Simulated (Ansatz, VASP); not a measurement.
AlN: VASP beside Ansatz

```
Al N
1.0
     3.11377    0.00000    0.00000
    -1.55689    2.69661    0.00000
     0.00000    0.00000    4.98348
Al N
2 2
Direct
  0.33333 0.66667 0.99901
  0.66667 0.33333 0.49901
  0.33333 0.66667 0.38099
  0.66667 0.33333 0.88099
```

Alike in both runs: functional PBEsol; k mesh 12 × 12 × 4; no spin polarisation.

Ansatz relaxed the structure, and its values are those at the end. VASP's run is a single point on that final structure, the one shown.

```csv
,VASP,Ansatz
version,VASP 6.6.1,Ansatz 0.2.0
potentials or method,"VASP PAW PBE potentials, release 64 (Al, N)","plane waves, PAW"
plane-wave cutoff (eV),520,420
occupations,"methfessel-paxton of order 1, width 0.1 eV",methfessel-paxton of order 1
valence electrons in the cell,16,16
```

```csv
,VASP,Ansatz,Ansatz less VASP
pressure (GPa),-0.1,0.0,+0.06
```

VASP's potentials were made for PBE, not for PBEsol.
